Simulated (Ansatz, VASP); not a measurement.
# Two plane-wave programs on GaN

Contents of INCAR:

```
SYSTEM = GaN
PREC = Accurate ; ENCUT = 520
EDIFF = 1E-6 ; ISMEAR = 0
SIGMA = 0.01 ; LREAL = .FALSE.
LASPH = .TRUE. ; NELM = 100
ALGO = Normal ; ISIF = 2
LWAVE = .FALSE. ; LCHARG = .FALSE.
GGA = PS ; NBANDS = 26
```

File KPOINTS:

```
Automatic mesh
0
G
  12 12 4
  0 0 0
```

The input POSCAR:

```
GaN
1.0
    3.1800000000      0.0000000000      0.0000000000
   -1.5900000000      2.7539610000      0.0000000000
    0.0000000000      0.0000000000      5.1660000000
Ga N
2 2
Direct
    0.3333333333      0.6666666667      0.0000000000
    0.6666666667      0.3333333333      0.5000000000
    0.3333333333      0.6666666667      0.3750000000
    0.6666666667      0.3333333333      0.8750000000
```

Input for Ansatz:

```yaml
crystal:
  lattice:
    - [3.18, 0.0, 0.0]
    - [-1.59, 2.753961, 0.0]
    - [0.0, 0.0, 5.166]
  atoms:
    - { symbol: Ga, position: [0.3333333333333333, 0.6666666666666666, 0.0] }
    - { symbol: Ga, position: [0.6666666666666666, 0.3333333333333333, 0.5] }
    - { symbol: "N", position: [0.3333333333333333, 0.6666666666666666, 0.375] }
    - { symbol: "N", position: [0.6666666666666666, 0.3333333333333333, 0.875] }
basis:
  ecutwfc: 500.0
kpoints:
  mp_grid:
    grid: [12, 12, 4]
hamiltonian:
  xc: pbesol
  pseudopotentials:
    kind: paw
scf:
  occupations:
    method: fixed
output:
  stress: true
```

Alike in both runs: task single point; functional PBEsol; k mesh 12 × 12 × 4; no spin polarisation.

|  | VASP | Ansatz |
| --- | --- | --- |
| version | VASP 6.6.1 | Ansatz 0.2.0 |
| potentials or method | VASP PAW PBE potentials, release 64 (Ga_d, N), cutoff 520 eV | plane waves, PAW |
| occupations | gaussian, width 0.01 eV | fixed |
| valence electrons in the cell | 36 | 36 |

```csv
,VASP,Ansatz,Ansatz less VASP
pressure (GPa),0.9,1.0,+0.13
"traceless stress, the component that is largest in VASP (GPa)",1.41,1.39,-0.012
```

VASP's potentials were made for PBE, not for PBEsol.
